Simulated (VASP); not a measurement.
# TiTe2 (P-3m1) in VASP: a series of runs, part 2 of 2

VASP 6.6.1.

## Step 4: Single point, r2SCAN

File POSCAR:

```
TiTe2
1.0
    3.7903815437      0.0000000000      0.0000000000
   -1.8951907719      3.2825667069      0.0000000000
    0.0000000000      0.0000000000      6.5558879831
Ti Te
1 2
Direct
    0.0000000000      0.0000000000      0.0000000000
    0.6666666667      0.3333333333      0.2577957668
    0.3333333333      0.6666666667      0.7422042332
```

File INCAR.step1:

```
SYSTEM = TiTe2
  PREC = Accurate
  ENCUT = 520
  ISMEAR = -1
  SIGMA = 0.02
  LREAL = .FALSE.
  LASPH = .TRUE.
  NELM = 60
  NBANDS = 19
  GGA = PE
  ALGO = Normal
  EDIFF = 1E-4
  LWAVE = .TRUE.
  LCHARG = .FALSE.
```

File INCAR.step2:

```
SYSTEM = TiTe2
  PREC = Accurate
  ENCUT = 520
  EDIFF = 1E-6
  ISMEAR = -1
  SIGMA = 0.02
  LREAL = .FALSE.
  LASPH = .TRUE.
  NELM = 60
  ALGO = Normal
  ISIF = 2
  LWAVE = .FALSE.
  LCHARG = .FALSE.
  METAGGA = R2SCAN
  LMIXTAU = .TRUE.
  NBANDS = 19
  ISTART = 1
```

File KPOINTS:

```
regular mesh
0
G
  6 6 4
  0 0 0
```

Potentials or basis: VASP PAW PBE potentials, release 64 (Ti_sv, Te).

The run is started by

```
$ cat potpaw_PBE.64/Ti_sv/POTCAR potpaw_PBE.64/Te/POTCAR > POTCAR
$ cp INCAR.step1 INCAR
$ mpirun -np 1 vasp_std > vasp.out
$ cp INCAR.step2 INCAR
$ mpirun -np 1 vasp_std > vasp.out
```

OUTCAR:

```text
SYSTEM = TiTe2
   PREC = Accurate
   ENCUT = 520
   EDIFF = 1E-6
   ISMEAR = -1
   LREAL = .FALSE.
   LASPH = .TRUE.
   NELM = 60
   ISIF = 2
   METAGGA = R2SCAN
   ISTART = 1

 ion  position               nearest neighbor table
   1  0.000  0.000  0.000-   2 2.77   3 2.77   2 2.77   3 2.77   2 2.77   3 2.77
   2  0.667  0.333  0.258-   1 2.77   1 2.77   1 2.77
   3  0.333  0.667  0.742-   1 2.77   1 2.77   1 2.77

  LATTYP: Found a hexagonal cell.
 ALAT       =     3.7903815437
 C/A-ratio  =     1.7296116255

  Lattice vectors:

 A1 = (   3.7903815437,   0.0000000000,   0.0000000000)
 A2 = (  -1.8951907719,   3.2825667069,   0.0000000000)
 A3 = (   0.0000000000,   0.0000000000,   6.5558879831)

Analysis of symmetry for initial positions (statically):
=====================================================================
 Subroutine PRICEL returns:
 Original cell was already a primitive cell.

 Routine SETGRP: Setting up the symmetry group for a
 hexagonal supercell.

 Subroutine GETGRP returns: Found 12 space group operations
 (whereof 12 operations were pure point group operations)
 out of a pool of 24 trial point group operations.

The static configuration has the point symmetry D_3d.

Analysis of symmetry for dynamics (positions and initial velocities):
=====================================================================
 Subroutine PRICEL returns:
 Original cell was already a primitive cell.

 Routine SETGRP: Setting up the symmetry group for a
 hexagonal supercell.

 Subroutine GETGRP returns: Found 12 space group operations
 (whereof 12 operations were pure point group operations)
 out of a pool of 24 trial point group operations.

The dynamic configuration has the point symmetry D_3d.

 Subroutine INISYM returns: Found 12 space group operations
 (whereof 12 operations are pure point group operations),
 and found     1 'primitive' translations

----------------------------------------------------------------------------------------

                                     Primitive cell

  volume of cell :      81.5695

  direct lattice vectors                    reciprocal lattice vectors
     3.790381544  0.000000000  0.000000000     0.263825683  0.152319829  0.000000000
    -1.895190772  3.282566707  0.000000000     0.000000000  0.304639658  0.000000000
     0.000000000  0.000000000  6.555887983     0.000000000  0.000000000  0.152534638

  length of vectors
     3.790381544  3.790381544  6.555887983     0.304639658  0.304639658  0.152534638

  position of ions in fractional coordinates (direct lattice)
     0.000000000  0.000000000  0.000000000
     0.666666667  0.333333333  0.257795767
     0.333333333  0.666666667  0.742204233

  ion indices of the primitive-cell ions
   primitive index   ion index
                 1           1
                 2           2
                 3           3

----------------------------------------------------------------------------------------

 KPOINTS: regular mesh

Automatic generation of k-mesh.
 Grid dimensions read from file:
 generate k-points for:    6    6    4

 Generating k-lattice:

  Cartesian coordinates                     Fractional coordinates (reciprocal lattice)
     0.043970947  0.025386638  0.000000000     0.166666667  0.000000000  0.000000000
     0.000000000  0.050773276  0.000000000     0.000000000  0.166666667  0.000000000
     0.000000000  0.000000000  0.038133659     0.000000000  0.000000000  0.250000000

  Length of vectors
     0.050773276  0.050773276  0.038133659

  Shift w.r.t. Gamma in fractional coordinates (k-lattice)
     0.000000000  0.000000000  0.000000000

 Subroutine IBZKPT returns following result:
 ===========================================

 Found     24 irreducible k-points:

 Following reciprocal coordinates:
            Coordinates               Weight
  0.000000  0.000000  0.000000      1.000000
  0.166667  0.000000  0.000000      6.000000
  0.333333  0.000000  0.000000      6.000000
  0.500000  0.000000  0.000000      3.000000
  0.166667  0.166667  0.000000      6.000000
  0.333333  0.166667  0.000000     12.000000
[... 16 lines left out ...]
  0.333333  0.166667  0.500000     12.000000
  0.333333  0.333333  0.500000      2.000000
   k-points           NKPTS =     24   k-points in BZ     NKDIM =     24   number of bands    NBANDS=     19
   number of dos      NEDOS =    301   number of ions     NIONS =      3
   total plane-waves  NPLWV =  39200
   dimension x,y,z NGX =    28 NGY =   28 NGZ =   50
   dimension x,y,z NGXF=    56 NGYF=   56 NGZF=  100
   ions per type =               1   2
   NGX,Y,Z   is equivalent  to a cutoff of  12.28, 12.28, 12.68 a.u.
   NGXF,Y,Z  is equivalent  to a cutoff of  24.56, 24.56, 25.36 a.u.
 SYSTEM =  TiTe2
   PREC   = accura    normal or accurate (medium, high low for compatibility)
   ISTART =      1    job   : 0-new  1-cont  2-samecut
   ICHARG =      0    charge: 1-file 2-atom 10-const
   ISPIN  =      1    spin polarized calculation?
   LNONCOLLINEAR =      F non collinear calculations
   LSORBIT =      F    spin-orbit coupling
   LASPH  =      T    aspherical Exc in radial PAW
   ENCUT  =  520.0 eV  38.22 Ry    6.18 a.u.   7.05  7.05 12.19*2*pi/ulx,y,z
   NELM   =     60;   NELMIN=  2; NELMDL=  0     # of ELM steps
   EDIFF  = 0.1E-05   stopping-criterion for ELM
   LREAL  =      F    real-space projection
   EDIFFG = 0.1E-04   stopping-criterion for IOM
   NSW    =      0    number of steps for IOM
   IBRION =     -1    ionic relax: 0-MD 1-quasi-New 2-CG
   NFREE  =      0    steps in history (QN), initial steepest desc. (CG)
   ISIF   =      2    stress and relaxation
   ISYM   =      2    0-nonsym 1-usesym 2-fastsym
   POTIM  = 0.5000    time-step for ionic-motion
   TEBEG  =    0.0;   TEEND  =   0.0 temperature during run
   PSTRESS=    0.0 pullay stress
   NELECT =      24.0000    total number of electrons
   NUPDOWN=      -1.0000    fix difference up-down
   EMIN   =  10.00;   EMAX   =-10.00  energy-range for DOS
   EFERMI =   0.00;   METHOD = LEGACY
   ISMEAR =    -1;   SIGMA  =   0.02  broadening in eV -4-tet -1-fermi 0-gaus
   EFERMI_NEDOS =   21; number of points for ismear=-14 and -15
   IALGO  =     38    algorithm
   IMIX   =      4    mixing-type and parameters
     AMIX     =   0.40;   BMIX     =  1.00
     AMIX_MAG =   1.60;   BMIX_MAG =  1.00
  volume/ion in A,a.u.               =      27.19       183.49
  Fermi-wavevector in a.u.,A,eV,Ry     =   1.088853  2.057634 16.131078  1.185601
  Thomas-Fermi vector in A             =   2.225044
   LORBIT       =      0    0 simple, 1 ext, 2 COOP (PROOUT), +10 PAW based schemes
   METAGGA = R2SCAN    functional components
   LHFCALC =     F    Hartree Fock is set to
   AEXX    =    0.0000 exact exchange contribution
   IVDW    =     0    specifies the selected vdW correction
   LEPSILON=     F    determine dielectric tensor
   LRPA    =     F    only Hartree local field effects (RPA)
 non-spin polarized calculation
  energy-cutoff  :      520.00
  volume of cell :       81.57
 maximum number of plane-waves:      2220
   NGX = 15   NGY = 15   NGZ = 25

 number of electron      23.9999991 magnetization

 Free energy of the ion-electron system (eV)
  ---------------------------------------------------
  ext. energy  EPLUGINS =         0.00000000
  ---------------------------------------------------
  free energy    TOTEN  =       -66.26889820 eV

  energy without entropy =      -66.26564268  energy(sigma->0) =      -66.26727044

 E-fermi :   6.6207     XC(G=0): -10.2473

 val. band max:        6.6163182406   @ k =   0.5000   0.0000   0.2500
 cond. band min:       6.6926455524   @ k =   0.5000   0.0000   0.0000
 fundamental gap:      0.0763273118
 Fermi energy:         6.6206856605

 k-point     1 :       0.0000    0.0000    0.0000
  band No.  band energies     occupation
      1     -53.4379      2.00000
      2     -28.6453      2.00000
      3     -28.6452      2.00000
      4     -28.6136      2.00000
      5      -6.3203      2.00000
      6      -4.7933      2.00000
[... 11 lines left out ...]
     18      12.1831      0.00000
     19      13.2374      0.00000
[... 485 lines left out ...]
 k-point    24 :       0.3333    0.3333    0.5000
  band No.  band energies     occupation
      1     -53.4345      2.00000
      2     -28.6745      2.00000
      3     -28.6745      2.00000
      4     -28.6022      2.00000
      5      -4.2119      2.00000
      6      -4.2119      2.00000
[... 11 lines left out ...]
     18      12.6741      0.00000
     19      12.6742      0.00000

------------------------ aborting loop because EDIFF is reached ----------------------------------------

  FORCE on cell =-STRESS in cart. coord.  units (eV):
  Direction    XX          YY          ZZ          XY          YZ          ZX
  --------------------------------------------------------------------------------------
  -------------------------------------------------------------------------------------
  Total        0.5224241      0.5224241      0.5582663     -0.0000000      0.0000000      0.0000000
  in kB       10.2613792     10.2613792     10.9653873     -0.0000000      0.0000000      0.0000000
  external PRESSURE =      10.4960486 kB  Pullay stress =       0.0000000 kB

 VOLUME and BASIS-vectors are now :
 -----------------------------------------------------------------------------
  energy-cutoff  :      520.00
  volume of cell :       81.57
      direct lattice vectors                 reciprocal lattice vectors
     3.790381544  0.000000000  0.000000000     0.263825683  0.152319829  0.000000000
    -1.895190772  3.282566707  0.000000000     0.000000000  0.304639658  0.000000000
     0.000000000  0.000000000  6.555887983     0.000000000  0.000000000  0.152534638

 POSITION                                       TOTAL-FORCE (eV/Angst)
 -----------------------------------------------------------------------------------
      0.00000      0.00000      0.00000        -0.000000      0.000000      0.000000
      1.89519      1.09419      1.69008        -0.000000      0.000000     -0.025982
     -0.00000      2.18838      4.86581         0.000000     -0.000000      0.025982
 -----------------------------------------------------------------------------------
    total drift:                               -0.000000     -0.000000      0.000000

  FREE ENERGIE OF THE ION-ELECTRON SYSTEM (eV)
  ---------------------------------------------------
  free  energy   TOTEN  =       -66.2688981987 eV

  energy  without entropy=      -66.2656426811  energy(sigma->0) =      -66.26727044
```

Run time: 3 min. Hardware: 1 thread of Intel Xeon Platinum 8488C (Sapphire Rapids), shared host; peak memory 0.22 GiB.

Results:

```
Free energy            : -66.2689 eV
Pressure               : 1.0 GPa
Largest force          : 0.026 eV/Å
Band gap on the k mesh : zero (band 12 reaches 7.00 eV, above the bottom of band 13 at 6.43 eV)
```

Forces in eV/Å, atoms in the order of the input:
```
Ti   0.000  0.000  0.000
Te   0.000  0.000 -0.026
Te   0.000  0.000  0.026
```

Levels at points of the mesh, in eV from the Fermi level:
```
           k point  band 10  band 11  band 12  band 13  band 14  band 15
(0.00, 0.00, 0.00)     0.34     0.38     0.38     0.47     0.90     0.90
(0.50, 0.00, 0.00)    -2.59    -2.08    -1.34     0.07     1.18     1.56
(0.00, 0.00, 0.50)    -1.94     0.38     0.38     0.63     0.63     1.13
(0.50, 0.00, 0.50)    -2.31    -1.23    -0.90    -0.19     1.17     1.53
```

Caveat: the PAW data sets were made with another functional, which shifts forces and pressure a little; spin-orbit coupling is left out, which moves the levels of the heavy elements.

## Step 5: Summary

| level | potentials or basis | gap on the mesh (eV) | pressure (GPa) | largest force (eV/Å) |
| --- | --- | --- | --- | --- |
| LDA | VASP PAW LDA potentials, release 64 (Ti_sv, Te) | none | -4.1 | 0.20 |
| PBEsol | VASP PAW PBE potentials, release 64 (Ti_sv, Te) | none | -2.2 | 0.02 |
| r2SCAN | VASP PAW PBE potentials, release 64 (Ti_sv, Te) | none | 1.0 | 0.03 |

Alike in all rows: task single point; no spin polarisation; cell as given; k mesh 6 × 6 × 4; cutoff (eV) 520; smearing fermi-dirac 0.02 eV.

Caveats: spin-orbit coupling is left out, which moves the levels of the heavy elements; the PAW data sets were made with another functional, which shifts forces and pressure a little (some runs); this functional lacks dispersion, which binds the layers, so the pressure and a relaxed spacing across them are unreliable (some runs).

Total energies depend on the potentials used, so only differences within one code and one set of settings carry meaning.
